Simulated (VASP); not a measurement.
# Ge3Pd (Pm-3m) in VASP: a series of runs, part 2 of 2

VASP 6.6.1. The steps go on from the part before.

**3. Vibrations by perturbation theory, PBEsol**

INCAR reads:

```
SYSTEM = Ge3Pd
ALGO     = Normal         ! electronic algorithm
EDIFF    = 1E-8           ! SCF threshold, eV
ENCUT    = 520            ! plane-wave cutoff, eV
GGA      = PS             ! functional
IBRION   = 8              ! ionic algorithm
ISIF     = 2              ! what is computed and relaxed
ISMEAR   = -1             ! smearing method
LASPH    = .True.         ! aspherical terms in the spheres
LCHARG   = .False.        ! write CHGCAR
LREAL    = .False.        ! projectors in reciprocal space
LWAVE    = .False.        ! write WAVECAR
NELM     = 100            ! most SCF steps
NSW      = 1              ! ionic steps
PREC     = Accurate       ! precision mode
SIGMA    = 0.05           ! smearing width, eV
```

KPOINTS reads:

```
k-points
0
Gamma
  7 7 7
  0 0 0
```

POSCAR reads:

```
Ge3Pd
1.0
    4.1420230000      0.0000000000      0.0000000000
    0.0000000000      4.1420230000      0.0000000000
    0.0000000000      0.0000000000      4.1420230000
Pd Ge
1 3
Direct
    0.0000000000      0.0000000000      0.0000000000
    0.5000000000      0.5000000000      0.0000000000
    0.5000000000      0.0000000000      0.5000000000
    0.0000000000      0.5000000000      0.5000000000
```

Potentials or basis: VASP PAW PBE potentials, release 64 (Pd, Ge_d).

On the command line:

```sh
$ cat potpaw_PBE.64/Pd/POTCAR potpaw_PBE.64/Ge_d/POTCAR > POTCAR
$ mpirun -np 1 vasp_std > vasp.out
```

OUTCAR:

```text
SYSTEM = Ge3Pd
   EDIFF = 1E-8
   ENCUT = 520
   GGA = PS
   IBRION = 8
   ISIF = 2
   ISMEAR = -1
   LASPH = .True.
   LREAL = .False.
   NELM = 100
   NSW = 1
   PREC = Accurate

 ion  position               nearest neighbor table
   1  0.000  0.000  0.000-   2 2.93   3 2.93   4 2.93   3 2.93   4 2.93   2 2.93   4 2.93   4 2.93
                             2 2.93   3 2.93   3 2.93   2 2.93
   2  0.500  0.500  0.000-   1 2.93   1 2.93   1 2.93   1 2.93
   3  0.500  0.000  0.500-   1 2.93   1 2.93   1 2.93   1 2.93
   4  0.000  0.500  0.500-   1 2.93   1 2.93   1 2.93   1 2.93

  LATTYP: Found a simple cubic cell.
 ALAT       =     4.1420230000

  Lattice vectors:

 A1 = (   4.1420230000,   0.0000000000,   0.0000000000)
 A2 = (   0.0000000000,   4.1420230000,   0.0000000000)
 A3 = (   0.0000000000,   0.0000000000,   4.1420230000)

Analysis of symmetry for initial positions (statically):
=====================================================================
 Subroutine PRICEL returns:
 Original cell was already a primitive cell.

 Routine SETGRP: Setting up the symmetry group for a
 simple cubic supercell.

 Subroutine GETGRP returns: Found 48 space group operations
 (whereof 48 operations were pure point group operations)
 out of a pool of 48 trial point group operations.

The static configuration has the point symmetry O_h .

Analysis of symmetry for dynamics (positions and initial velocities):
=====================================================================
 Subroutine PRICEL returns:
 Original cell was already a primitive cell.

 Routine SETGRP: Setting up the symmetry group for a
 simple cubic supercell.

 Subroutine GETGRP returns: Found 48 space group operations
 (whereof 48 operations were pure point group operations)
 out of a pool of 48 trial point group operations.

The dynamic configuration has the point symmetry O_h .

 Subroutine INISYM returns: Found 48 space group operations
 (whereof 48 operations are pure point group operations),
 and found     1 'primitive' translations

----------------------------------------------------------------------------------------

                                     Primitive cell

  volume of cell :      71.0620

  direct lattice vectors                    reciprocal lattice vectors
     4.142023000  0.000000000  0.000000000     0.241427921  0.000000000  0.000000000
     0.000000000  4.142023000  0.000000000     0.000000000  0.241427921  0.000000000
[... 831 lines left out ...]
 VOLUME and BASIS-vectors are now :
 -----------------------------------------------------------------------------
  energy-cutoff  :      520.00
  volume of cell :       71.06
      direct lattice vectors                 reciprocal lattice vectors
     4.142023000  0.000000000  0.000000000     0.241427921  0.000000000  0.000000000
     0.000000000  4.142023000  0.000000000     0.000000000  0.241427921  0.000000000
     0.000000000  0.000000000  4.142023000     0.000000000  0.000000000  0.241427921

 POSITION                                       TOTAL-FORCE (eV/Angst)
 -----------------------------------------------------------------------------------
      0.00000      0.00000      0.00000         0.000000      0.000000      0.000000
      2.07101      2.07101      0.00000         0.000000      0.000000      0.000000
      2.07101      0.00000      2.07101         0.000000      0.000000      0.000000
      0.00000      2.07101      2.07101         0.000000      0.000000      0.000000
 -----------------------------------------------------------------------------------
    total drift:                                0.000000     -0.000000     -0.000000

  FREE ENERGIE OF THE ION-ELECTRON SYSTEM (eV)
  ---------------------------------------------------
  free  energy   TOTEN  =       -20.5747654987 eV

  energy  without entropy=      -20.5572265977  energy(sigma->0) =      -20.56599605

[... ionic steps 2 to 3 ...]

--------------------------------------- Ionic step        4  -------------------------------------------

------------------------ aborting loop because EDIFF is reached ----------------------------------------
[... 7 lines left out ...]
[... ionic steps 8 to 8 ...]

--------------------------------------- Ionic step        9  -------------------------------------------

 Free energy of the ion-electron system (eV)
  ---------------------------------------------------
  ---------------------------------------------------
  free energy    TOTEN  =        -0.19739216 eV

  energy without entropy =       -0.19739216

------------------------ aborting loop because EDIFF is reached ----------------------------------------

 INTERNAL STRAIN TENSOR  FOR ION    2  DIRECTION 3   (eV/Angst):
 -----------------------------------------------------------------------------
    -0.03300  0.00000  0.00000
     0.00000 -0.03300  0.00000
     0.00000  0.00000  0.08959

 INTERNAL STRAIN TENSOR FOR ION    4 for displacements in x,y,z  (eV/Angst):
          X           Y           Z          XY          YZ          ZX
  --------------------------------------------------------------------------------
  x     0.00000     0.00000     0.00000     0.00000     0.00000     0.00000
  y     0.00000     0.00000     0.00000     0.00000     0.00000     0.00000
  z     0.00000     0.00000     0.00000     0.00000     0.00000     0.00000

 SECOND DERIVATIVES (NOT SYMMETRIZED)
 ------------------------------------
               1X          1Y          1Z          2X          2Y          2Z          3X          3Y          3Z          4X          4Y          4Z
  1X     0.728097   -0.000000    0.000000    0.129531    0.000000    0.000000    0.129531    0.000000    0.000000   -0.987159   -0.000000    0.000000
  1Y    -0.000000    0.728097   -0.000000    0.000000    0.129531   -0.000000   -0.000000   -0.987159   -0.000000    0.000000    0.129531    0.000000
  1Z     0.000000    0.000000    0.728097    0.000000    0.000000   -0.987159   -0.000000    0.000000    0.129531   -0.000000    0.000000    0.129531
  2X     0.149179    0.000000    0.000000   -1.063015    0.000000    0.000000   -0.574339    0.000000    0.000000    1.488175    0.000000    0.000000
  2Y     0.000000    0.149179    0.000000    0.000000   -1.063015    0.000000    0.000000    1.488175    0.000000    0.000000   -0.574339    0.000000
  2Z     0.000000    0.000000   -0.972342    0.000000    0.000000   -2.007269    0.000000   -0.000000    1.489806   -0.000000    0.000000    1.489806
  3X     0.149179    0.000000    0.000000   -0.574339    0.000000    0.000000   -1.063015    0.000000    0.000000    1.488175    0.000000    0.000000
  3Y     0.000000   -0.972342    0.000000   -0.000000    1.489806    0.000000    0.000000   -2.007269    0.000000   -0.000000    1.489806    0.000000
  3Z     0.000000    0.000000    0.149179    0.000000    0.000000    1.488175    0.000000    0.000000   -1.063015    0.000000    0.000000   -0.574339
  4X    -0.972342    0.000000    0.000000    1.489806    0.000000    0.000000    1.489806   -0.000000    0.000000   -2.007269    0.000000    0.000000
  4Y     0.000000    0.149179    0.000000    0.000000   -0.574339    0.000000    0.000000    1.488175    0.000000    0.000000   -1.063015    0.000000
  4Z     0.000000    0.000000    0.149179    0.000000    0.000000    1.488175    0.000000    0.000000   -0.574339    0.000000    0.000000   -1.063015

 Eigenvectors and eigenvalues of the dynamical matrix
 ----------------------------------------------------

   1 f  =    3.690839 THz    23.190223 2PiTHz  123.113122 cm-1    15.264075 meV
             X         Y         Z           dx          dy          dz
      0.000000  0.000000  0.000000     0.154526   -0.012902   -0.000000
      2.071012  2.071012  0.000000    -0.462233    0.038592    0.000000
      2.071012  0.000000  2.071012    -0.462233   -0.061460    0.000000
      0.000000  2.071012  2.071012     0.736125    0.038592    0.000000
[... 71 lines left out ...]
  12 f/i=    1.739960 THz    10.932491 2PiTHz   58.038817 cm-1     7.195893 meV
             X         Y         Z           dx          dy          dz
      0.000000  0.000000  0.000000     0.792706    0.146581   -0.103454
      2.071012  2.071012  0.000000    -0.234728   -0.043404    0.060189
      2.071012  0.000000  2.071012    -0.234728   -0.085279    0.030634
      0.000000  2.071012  2.071012    -0.461188   -0.043404    0.030634

--------------------------------------------------------------------------------------------------------

 ELASTIC MODULI CONTR FROM IONIC RELAXATION (kBar)
 Direction    XX          YY          ZZ          XY          YZ          ZX
 --------------------------------------------------------------------------------
 XX           0.0000      0.0000      0.0000      0.0000      0.0000      0.0000
 YY           0.0000      0.0000      0.0000      0.0000      0.0000      0.0000
 ZZ           0.0000      0.0000      0.0000      0.0000      0.0000      0.0000
 XY           0.0000      0.0000      0.0000      0.0000      0.0000      0.0000
 YZ           0.0000      0.0000      0.0000      0.0000      0.0000      0.0000
 ZX           0.0000      0.0000      0.0000      0.0000      0.0000      0.0000
 --------------------------------------------------------------------------------
```

Run time: 3.7 min. Hardware: 1 thread of Intel Xeon 6975P-C (Granite Rapids), shared host; peak memory 0.41 GiB.

What came out:

| Quantity | Value |
| --- | --- |
| Highest phonon frequency at Γ, LO-TO splitting left out | 123 cm⁻¹ |
| Most unstable mode | 58i cm⁻¹ |

Phonon frequencies in cm⁻¹ (negative: imaginary):
```csv
q point,frequencies
"(0.000, 0.000, 0.000)",-58 -58 -58 1 1 1 43 43 43 123 123 123
```

Caveat: the cell wasn't relaxed at this level first, which shifts response properties; some modes are imaginary.
